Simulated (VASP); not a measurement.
Set up this calculation in VASP 6.6.1, as the native input.

- Task: single point
- Functional: PBEsol
- Potentials or basis: VASP PAW PBE potentials, release 64 (Au)
- Cutoff: 520 eV
- k mesh: 10 × 10 × 1
- Occupations: fermi-dirac, width 0.05 eV
- Spin: no spin polarisation
- Dipole correction: yes
- Further INCAR settings: ALGO = Normal; EDIFF = 1e-06; NBANDS = 12

The structure of Au lies in POSCAR:

```
Au
1.0
    2.6622700000      0.0000000000      0.0000000000
    0.0000000000      2.6617000000      0.0000000000
    0.0000000000      0.0000000000     23.8000000000
Au
1
Direct
    0.0000000000      0.5000000000      0.2941200000
```

The input as run:

INCAR

```
PREC = Accurate ; ENCUT = 520
EDIFF = 1E-6 ; ISMEAR = -1
SIGMA = 0.05 ; LREAL = F
LASPH = T ; NELM = 60
ALGO = Normal ; ISIF = 2
LWAVE = F ; LCHARG = F
LDIPOL = T ; IDIPOL = 3
DIPOL = 0.5 0.5 0.294 ; GGA = PS
NBANDS = 12
```

KPOINTS

```
regular mesh
0
Gamma
  10 10 1
```

Potentials or basis: VASP PAW PBE potentials, release 64 (Au).

Run with:

```bash
$ cat potpaw_PBE.64/Au/POTCAR > POTCAR
$ mpirun -np 1 vasp_std > vasp.out
```

It took 33 s on 1 thread of AMD EPYC 9R45 96-Core Processor (Zen 5), on a shared host, peak memory 0.25 GiB.
